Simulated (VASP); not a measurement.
Input of a VASP 6.6.1 run:

File POSCAR:

```
CdS
1.0
    0.0000000000      2.9392138883      2.9392138883
    2.9392138883      0.0000000000      2.9392138883
    2.9392138883      2.9392138883      0.0000000000
Cd S
1 1
Direct
    0.0000000000      0.0000000000      0.0000000000
    0.2500000000      0.2500000000      0.2500000000
```

INCAR.step1

```
SYSTEM = CdS
  PREC = Accurate
  ENCUT = 550
  ISMEAR = 1
  SIGMA = 0.5
  LREAL = .False.
  LASPH = .True.
  NELM = 120
  NBANDS = 16
  GGA = PE
  ALGO = Normal
  EDIFF = 1E-5
  LWAVE = .True.
  LCHARG = .False.
  GGA_COMPAT = .False.
```

INCAR.step2

```
SYSTEM = CdS
  PREC = Accurate
  ENCUT = 550
  EDIFF = 1E-6
  ISMEAR = 1
  SIGMA = 0.5
  LREAL = .False.
  LASPH = .True.
  NELM = 120
  ALGO = Normal
  ISIF = 2
  LWAVE = .False.
  LCHARG = .False.
  METAGGA = R2SCAN
  LMIXTAU = .True.
  NBANDS = 16
  ISTART = 1
  GGA_COMPAT = .False.
```

File KPOINTS:

```
Automatic mesh
0
Gamma
  6 6 6
  0 0 0
```

Potentials or basis: VASP PAW PBE potentials, release 64 (Cd, S).

Run with:

```bash
$ cat potpaw_PBE.64/Cd/POTCAR potpaw_PBE.64/S/POTCAR > POTCAR
$ cp INCAR.step1 INCAR
$ mpirun -np 1 vasp_std > vasp.out
$ cp INCAR.step2 INCAR
$ mpirun -np 1 vasp_std > vasp.out
```

(1) What does it give for the band gap on the k mesh?

(2) What does it give for the pressure?

## Answers

(1) 1.54 eV.

(2) 0.2 GPa.

Caveat: the PAW data sets were made with another functional, which shifts forces and pressure a little.
